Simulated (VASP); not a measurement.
# MgO (Fm-3m) in VASP: further runs

Runs on MgO. Level: LDA. Tasks: single point, relaxation of cell and atoms.

All numbers are computed with VASP 6.6.1; they aren't measurements. Logs are shortened: lines on timing, memory, paths and dates and some standing lists are left out, and cuts for length are marked.

**The experiment to reproduce.**

From “Electronic structure of alkaline earth and post-transition metal oxides”, 2009, arxiv:0908.1581, for a bulk crystal of MgO: band gap 7.83 eV.

How close the calculation comes is told below.

## 1. The cell of the first run

Symmetry: Fm-3m, No. 225, cubic system. The conventional cell has a = 4.029 Å, b = 4.029 Å, c = 4.029 Å, α = 90.00°, β = 90.00°, γ = 90.00°. Within 2.7 Å of Mg (site symmetry m-3m) lie 6 O at 2.01 Å. O (site symmetry m-3m) has 6 Mg at 2.01 Å within 2.7 Å.

## 2. Single point, LDA

File INCAR:

```
SYSTEM = MgO
ALGO     = Normal         ! electronic algorithm
EDIFF    = 1E-6           ! SCF threshold, eV
ENCUT    = 600            ! plane-wave cutoff, eV
GGA_COMPAT= .False.      
ISIF     = 2              ! what is computed and relaxed
ISMEAR   = 0              ! smearing method
LASPH    = .True.         ! aspherical terms in the spheres
LCHARG   = .True.         ! write CHGCAR
LELF     = .True.         ! ELF
LREAL    = .False.        ! projectors in reciprocal space
LVHAR    = .True.       
LWAVE    = .False.        ! write WAVECAR
NBANDS   = 11             ! bands
NELM     = 120            ! most SCF steps
PREC     = Accurate       ! precision mode
SIGMA    = 0.01           ! smearing width, eV
```

File KPOINTS:

```
k-points
0
Gamma
  10 10 10
  0 0 0
```

File POSCAR:

```
MgO
1.0
    0.0000000000      2.0146314409      2.0146314409
    2.0146314409      0.0000000000      2.0146314409
    2.0146314409      2.0146314409      0.0000000000
Mg O
1 1
Direct
    0.0000000000      0.0000000000      0.0000000000
    0.5000000000      0.5000000000      0.5000000000
```

Potentials or basis: VASP PAW LDA potentials, release 64 (Mg, O).

On the command line:

```sh
> cat potpaw_LDA.64/Mg/POTCAR potpaw_LDA.64/O/POTCAR > POTCAR
> mpirun -np 1 vasp_std > vasp.out
```

OUTCAR:

```text
SYSTEM = MgO
   EDIFF = 1E-6
   ENCUT = 600
   ISIF = 2
   ISMEAR = 0
   LASPH = .True.
   LREAL = .False.
   NELM = 120
   PREC = Accurate

 ion  position               nearest neighbor table
   1  0.000  0.000  0.000-   2 2.01   2 2.01   2 2.01   2 2.01   2 2.01   2 2.01
   2  0.500  0.500  0.500-   1 2.01   1 2.01   1 2.01   1 2.01   1 2.01   1 2.01

  LATTYP: Found a face centered cubic cell.
 ALAT       =     4.0292628818

  Lattice vectors:

 A1 = (   0.0000000000,   2.0146314409,   2.0146314409)
 A2 = (   2.0146314409,   0.0000000000,   2.0146314409)
 A3 = (   2.0146314409,   2.0146314409,   0.0000000000)

Analysis of symmetry for initial positions (statically):
=====================================================================
 Subroutine PRICEL returns:
 Original cell was already a primitive cell.

 Routine SETGRP: Setting up the symmetry group for a
 face centered cubic supercell.

 Subroutine GETGRP returns: Found 48 space group operations
 (whereof 48 operations were pure point group operations)
 out of a pool of 48 trial point group operations.

The static configuration has the point symmetry O_h .

Analysis of symmetry for dynamics (positions and initial velocities):
=====================================================================
 Subroutine PRICEL returns:
 Original cell was already a primitive cell.

 Routine SETGRP: Setting up the symmetry group for a
 face centered cubic supercell.

 Subroutine GETGRP returns: Found 48 space group operations
 (whereof 48 operations were pure point group operations)
 out of a pool of 48 trial point group operations.

The dynamic configuration has the point symmetry O_h .

 Subroutine INISYM returns: Found 48 space group operations
 (whereof 48 operations are pure point group operations),
 and found     1 'primitive' translations

----------------------------------------------------------------------------------------

                                     Primitive cell

  volume of cell :      16.3537

  direct lattice vectors                    reciprocal lattice vectors
     0.000000000  2.014631441  2.014631441    -0.248184353  0.248184353  0.248184353
     2.014631441  0.000000000  2.014631441     0.248184353 -0.248184353  0.248184353
     2.014631441  2.014631441  0.000000000     0.248184353  0.248184353 -0.248184353

  length of vectors
     2.849119107  2.849119107  2.849119107     0.429867908  0.429867908  0.429867908

  position of ions in fractional coordinates (direct lattice)
     0.000000000  0.000000000  0.000000000
     0.500000000  0.500000000  0.500000000

  ion indices of the primitive-cell ions
   primitive index   ion index
                 1           1
                 2           2

----------------------------------------------------------------------------------------

 KPOINTS: k-points

Automatic generation of k-mesh.
 Grid dimensions read from file:
 generate k-points for:   10   10   10

 Generating k-lattice:

  Cartesian coordinates                     Fractional coordinates (reciprocal lattice)
    -0.024818435  0.024818435  0.024818435     0.100000000  0.000000000  0.000000000
     0.024818435 -0.024818435  0.024818435     0.000000000  0.100000000  0.000000000
     0.024818435  0.024818435 -0.024818435     0.000000000  0.000000000  0.100000000

  Length of vectors
     0.042986791  0.042986791  0.042986791

  Shift w.r.t. Gamma in fractional coordinates (k-lattice)
     0.000000000  0.000000000  0.000000000

 Subroutine IBZKPT returns following result:
 ===========================================

 Found     47 irreducible k-points:

 Following reciprocal coordinates:
            Coordinates               Weight
  0.000000  0.000000  0.000000      1.000000
  0.100000  0.000000  0.000000      8.000000
  0.200000  0.000000  0.000000      8.000000
  0.300000  0.000000  0.000000      8.000000
  0.400000  0.000000  0.000000      8.000000
  0.500000  0.000000  0.000000      4.000000
[... 16 lines left out ...]
  0.300000  0.300000  0.000000      6.000000
  0.400000  0.300000  0.000000     24.000000
 [... further k-points ...]
   k-points           NKPTS =     47   k-points in BZ     NKDIM =     47   number of bands    NBANDS=     11
   number of dos      NEDOS =    301   number of ions     NIONS =      2
   total plane-waves  NPLWV =  13824
   dimension x,y,z NGX =    24 NGY =   24 NGZ =   24
   dimension x,y,z NGXF=    48 NGYF=   48 NGZF=   48
   ions per type =               1   1
   NGX,Y,Z   is equivalent  to a cutoff of  14.00, 14.00, 14.00 a.u.
   NGXF,Y,Z  is equivalent  to a cutoff of  28.01, 28.01, 28.01 a.u.
 SYSTEM =  MgO
   PREC   = accura    normal or accurate (medium, high low for compatibility)
   ISTART =      0    job   : 0-new  1-cont  2-samecut
   ICHARG =      2    charge: 1-file 2-atom 10-const
   ISPIN  =      1    spin polarized calculation?
   LNONCOLLINEAR =      F non collinear calculations
   LSORBIT =      F    spin-orbit coupling
   LASPH  =      T    aspherical Exc in radial PAW
   ENCUT  =  600.0 eV  44.10 Ry    6.64 a.u.   5.69  5.69  5.69*2*pi/ulx,y,z
   NELM   =    120;   NELMIN=  2; NELMDL= -5     # of ELM steps
   EDIFF  = 0.1E-05   stopping-criterion for ELM
   LREAL  =      F    real-space projection
   EDIFFG = 0.1E-04   stopping-criterion for IOM
   NSW    =      0    number of steps for IOM
   IBRION =     -1    ionic relax: 0-MD 1-quasi-New 2-CG
   NFREE  =      0    steps in history (QN), initial steepest desc. (CG)
   ISIF   =      2    stress and relaxation
   ISYM   =      2    0-nonsym 1-usesym 2-fastsym
   POTIM  = 0.5000    time-step for ionic-motion
   TEBEG  =    0.0;   TEEND  =   0.0 temperature during run
   PSTRESS=    0.0 pullay stress
   NELECT =       8.0000    total number of electrons
   NUPDOWN=      -1.0000    fix difference up-down
   EMIN   =  10.00;   EMAX   =-10.00  energy-range for DOS
   EFERMI =   0.00;   METHOD = LEGACY
   ISMEAR =     0;   SIGMA  =   0.01  broadening in eV -4-tet -1-fermi 0-gaus
   EFERMI_NEDOS =   21; number of points for ismear=-14 and -15
   IALGO  =     38    algorithm
   IMIX   =      4    mixing-type and parameters
     AMIX     =   0.40;   BMIX     =  1.00
     AMIX_MAG =   1.60;   BMIX_MAG =  1.00
  volume/ion in A,a.u.               =       8.18        55.18
  Fermi-wavevector in a.u.,A,eV,Ry     =   1.289929  2.437613 22.638971  1.663917
  Thomas-Fermi vector in A             =   2.421792
   LORBIT       =      0    0 simple, 1 ext, 2 COOP (PROOUT), +10 PAW based schemes
   GGA     = CA    functional components
   LHFCALC =     F    Hartree Fock is set to
   AEXX    =    0.0000 exact exchange contribution
   IVDW    =     0    specifies the selected vdW correction
   LEPSILON=     F    determine dielectric tensor
   LRPA    =     F    only Hartree local field effects (RPA)
 non-spin polarized calculation
 Gauss-broadening in eV      SIGMA  =   0.01
  energy-cutoff  :      600.00
  volume of cell :       16.35
 maximum number of plane-waves:       568
   NGX = 11   NGY = 11   NGZ = 11

 number of electron       7.9999999 magnetization

 Free energy of the ion-electron system (eV)
  ---------------------------------------------------
  ext. energy  EPLUGINS =         0.00000000
  ---------------------------------------------------
  free energy    TOTEN  =       -13.36984364 eV

  energy without entropy =      -13.36984364  energy(sigma->0) =      -13.36984364

 E-fermi :   4.1186     XC(G=0): -12.2492

 val. band max:        3.9663673343   @ k =   0.0000   0.0000   0.0000
 cond. band min:      10.0367921967   @ k =   0.0000   0.0000   0.0000
 fundamental gap:      6.0704248624
 Fermi energy:         4.1185931756

 k-point     1 :       0.0000    0.0000    0.0000
  band No.  band energies     occupation
      1     -13.7899      2.00000
      2       3.9664      2.00000
      3       3.9664      2.00000
      4       3.9664      2.00000
      5      10.0368      0.00000
      6      20.2104      0.00000
      7      20.2104      0.00000
      8      20.2104      0.00000
      9      24.5989      0.00000
     10      26.4156      0.00000
     11      26.4156      0.00000

 k-point     2 :       0.1000    0.0000    0.0000
  band No.  band energies     occupation
      1     -13.6532      2.00000
      2       3.2790      2.00000
      3       3.8790      2.00000
      4       3.8790      2.00000
      5      10.6411      0.00000
      6      18.9458      0.00000
      7      20.5021      0.00000
      8      20.5021      0.00000
      9      25.8458      0.00000
     10      25.8458      0.00000
     11      26.4689      0.00000

 k-point     3 :       0.2000    0.0000    0.0000
  band No.  band energies     occupation
      1     -13.2733      2.00000
      2       1.8031      2.00000
      3       3.6585      2.00000
      4       3.6585      2.00000
      5      11.7781      0.00000
      6      17.5046      0.00000
      7      21.1545      0.00000
      8      21.1545      0.00000
      9      25.2163      0.00000
     10      25.2163      0.00000
     11      28.0770      0.00000

 k-point     4 :       0.3000    0.0000    0.0000
  band No.  band energies     occupation
      1     -12.7485      2.00000
      2       0.2554      2.00000
      3       3.4010      2.00000
      4       3.4010      2.00000
      5      12.4986      0.00000
      6      17.1345      0.00000
      7      21.5193      0.00000
      8      21.5193      0.00000
      9      25.6441      0.00000
     10      25.6441      0.00000
     11      27.5195      0.00000
[... 239 lines left out ...]
 k-point    22 :      -0.2000    0.2000    0.0000
  band No.  band energies     occupation
      1     -12.5953      2.00000
      2       0.4891      2.00000
      3       2.3682      2.00000
      4       3.3855      2.00000
      5      13.6520      0.00000
      6      16.3650      0.00000
      7      20.3220      0.00000
      8      23.0834      0.00000
      9      23.1388      0.00000
     10      26.5997      0.00000
     11      30.8461      0.00000

 k-point    23 :       0.3000    0.3000    0.0000
  band No.  band energies     occupation
      1     -12.4900      2.00000
      2       0.4017      2.00000
      3       2.8640      2.00000
      4       2.8640      2.00000
      5      14.1656      0.00000
      6      14.3839      0.00000
      7      19.6127      0.00000
      8      23.2411      0.00000
      9      23.2411      0.00000
     10      29.3184      0.00000
     11      33.8655      0.00000

 k-point    24 :       0.4000    0.3000    0.0000
  band No.  band energies     occupation
      1     -12.1546      2.00000
      2      -0.1219      2.00000
      3       2.4291      2.00000
      4       2.6906      2.00000
      5      14.0311      0.00000
      6      15.0176      0.00000
      7      18.7565      0.00000
      8      23.6191      0.00000
      9      23.8572      0.00000
     10      30.1972      0.00000
     11      33.4413      0.00000

 [... further k-points ...]

------------------------ aborting loop because EDIFF is reached ----------------------------------------

  FORCE on cell =-STRESS in cart. coord.  units (eV):
  Direction    XX          YY          ZZ          XY          YZ          ZX
  --------------------------------------------------------------------------------------
  -------------------------------------------------------------------------------------
  Total        1.8339504      1.8339504      1.8339504      0.0000000      0.0000000      0.0000000
  in kB      179.6723920    179.6723920    179.6723920      0.0000000      0.0000000      0.0000000
  external PRESSURE =     179.6723920 kB  Pullay stress =       0.0000000 kB

 VOLUME and BASIS-vectors are now :
 -----------------------------------------------------------------------------
  energy-cutoff  :      600.00
  volume of cell :       16.35
      direct lattice vectors                 reciprocal lattice vectors
     0.000000000  2.014631441  2.014631441    -0.248184353  0.248184353  0.248184353
     2.014631441  0.000000000  2.014631441     0.248184353 -0.248184353  0.248184353
     2.014631441  2.014631441  0.000000000     0.248184353  0.248184353 -0.248184353

 POSITION                                       TOTAL-FORCE (eV/Angst)
 -----------------------------------------------------------------------------------
      0.00000      0.00000      0.00000        -0.000000     -0.000000      0.000000
      2.01463      2.01463      2.01463         0.000000      0.000000      0.000000
 -----------------------------------------------------------------------------------
    total drift:                               -0.000000     -0.000000      0.000000

  FREE ENERGIE OF THE ION-ELECTRON SYSTEM (eV)
  ---------------------------------------------------
  free  energy   TOTEN  =       -13.3698436410 eV

  energy  without entropy=      -13.3698436410  energy(sigma->0) =      -13.36984364
```

Wall time 7.4 s (1 thread of Intel Xeon 6975P-C, shared host); peak memory 0.13 GiB.

What came out:

```yaml
Free_energy: -13.3698 eV
Pressure: 18.0 GPa
Band_gap_on_the_k_mesh: 6.07 eV, direct
```

## 3. Single point, LDA

File INCAR:

```
SYSTEM = MgO
PREC = Accurate
ENCUT = 600
EDIFF = 1E-6
ISMEAR = 1
SIGMA = 0.05
LREAL = .False.
LASPH = .True.
NELM = 120
ALGO = Normal
ISIF = 2
LWAVE = .False.
LCHARG = .False.
GGA = CA
NBANDS = 11
GGA_COMPAT = .False.
```

File KPOINTS:

```
Automatic mesh
0
Gamma
  10 10 10
  0 0 0
```

POSCAR is that of step 2.

Potentials or basis: VASP PAW LDA potentials, release 64 (Mg, O).

On the command line:

```sh
> cat potpaw_LDA.64/Mg/POTCAR potpaw_LDA.64/O/POTCAR > POTCAR
> mpirun -np 1 vasp_std > vasp.out
```

OUTCAR:

```text
SYSTEM = MgO
   PREC = Accurate
   ENCUT = 600
   EDIFF = 1E-6
   ISMEAR = 1
   LREAL = .False.
   LASPH = .True.
   NELM = 120
   ISIF = 2
   GGA = CA

 ion  position               nearest neighbor table
   1  0.000  0.000  0.000-   2 2.01   2 2.01   2 2.01   2 2.01   2 2.01   2 2.01
   2  0.500  0.500  0.500-   1 2.01   1 2.01   1 2.01   1 2.01   1 2.01   1 2.01

  LATTYP: Found a face centered cubic cell.
 ALAT       =     4.0292628818

  Lattice vectors:

 A1 = (   0.0000000000,   2.0146314409,   2.0146314409)
 A2 = (   2.0146314409,   0.0000000000,   2.0146314409)
[... 522 lines left out ...]

  FORCE on cell =-STRESS in cart. coord.  units (eV):
  Direction    XX          YY          ZZ          XY          YZ          ZX
  --------------------------------------------------------------------------------------
  -------------------------------------------------------------------------------------
  Total        1.8339463      1.8339463      1.8339463     -0.0000000      0.0000000      0.0000000
  in kB      179.6719857    179.6719857    179.6719857     -0.0000000      0.0000000      0.0000000
  external PRESSURE =     179.6719857 kB  Pullay stress =       0.0000000 kB

 VOLUME and BASIS-vectors are now :
 -----------------------------------------------------------------------------
  energy-cutoff  :      600.00
  volume of cell :       16.35
      direct lattice vectors                 reciprocal lattice vectors
     0.000000000  2.014631441  2.014631441    -0.248184353  0.248184353  0.248184353
     2.014631441  0.000000000  2.014631441     0.248184353 -0.248184353  0.248184353
     2.014631441  2.014631441  0.000000000     0.248184353  0.248184353 -0.248184353

 POSITION                                       TOTAL-FORCE (eV/Angst)
 -----------------------------------------------------------------------------------
      0.00000      0.00000      0.00000         0.000000      0.000000      0.000000
      2.01463      2.01463      2.01463        -0.000000     -0.000000      0.000000
 -----------------------------------------------------------------------------------
    total drift:                               -0.000000     -0.000000      0.000000

  FREE ENERGIE OF THE ION-ELECTRON SYSTEM (eV)
  ---------------------------------------------------
  free  energy   TOTEN  =       -13.3698346896 eV

  energy  without entropy=      -13.3698460035  energy(sigma->0) =      -13.36983846
```

stdout:

```text
POSCAR found type information on POSCAR MgO
 POSCAR found :  2 types and       2 ions
 scaLAPACK will be used
 LDA part: xc-table for (Slater(with rela. corr.)+CA(PZ))
 , standard interpolation
 POSCAR, INCAR and KPOINTS ok, starting setup
 FFT: planning ... GRIDC
 FFT: planning ... GRID_SOFT
 FFT: planning ... GRID
 WAVECAR not read
 entering main loop
```

Run time: 7 s. Hardware: 1 thread of Intel Xeon 6975P-C, shared host; peak memory 0.13 GiB.

What came out:

- Free energy: -13.3698 eV
- Pressure: 18.0 GPa
- Band gap on the k mesh: 6.07 eV, direct

As with any semilocal functional, this LDA gap is likely too small.

[end of part 1 of 2]
